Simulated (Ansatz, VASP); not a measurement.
# One calculation of WSe2, two programs

```
W Se
1.0
     3.32061    0.00000    0.00000
    -1.66030    2.87573    0.00000
     0.00000    0.00000   31.02097
W Se
3 6
Direct
  0.66667 0.33333 0.00000
  0.33333 0.66667 0.75435
  0.33333 0.66667 0.24565
  0.33333 0.66667 0.05410
  0.66667 0.33333 0.80845
  0.66667 0.33333 0.29975
  0.33333 0.66667 0.94590
  0.66667 0.33333 0.70025
  0.66667 0.33333 0.19155
```

Alike in both runs: functional PBE; k mesh 12 × 12 × 1; occupations gaussian, width 0.02 eV; no spin polarisation.

Ansatz relaxed the structure, and its values are those at the end. VASP's run is a single point on that final structure, the one shown.

|  | VASP | Ansatz |
| --- | --- | --- |
| version | VASP 6.6.1 | Ansatz 0.2.0 |
| potentials or method | VASP PAW PBE potentials, release 64 (W_sv, Se), cutoff 520 eV | scalar-relativistic, plane waves, PAW |
| valence electrons in the cell | 78 | 138 |

```tsv
	VASP	Ansatz	Ansatz less VASP
gap on the k mesh at the Fermi level (eV)	1.53	1.53	+0.001
least direct gap on the mesh (eV)	1.53	1.53	+0.003
rms of the force components (eV/Å)	0.021	0.000	-0.0207
```

The functional is the same, so the differences come from potentials, cutoffs and numerics. VASP's potentials hold 78 valence electrons a cell and Ansatz's 138, so a difference there can come from the potentials and not from the codes. Ansatz's warnings: xc potential rough in thin density.

Neither program's run includes spin-orbit coupling.
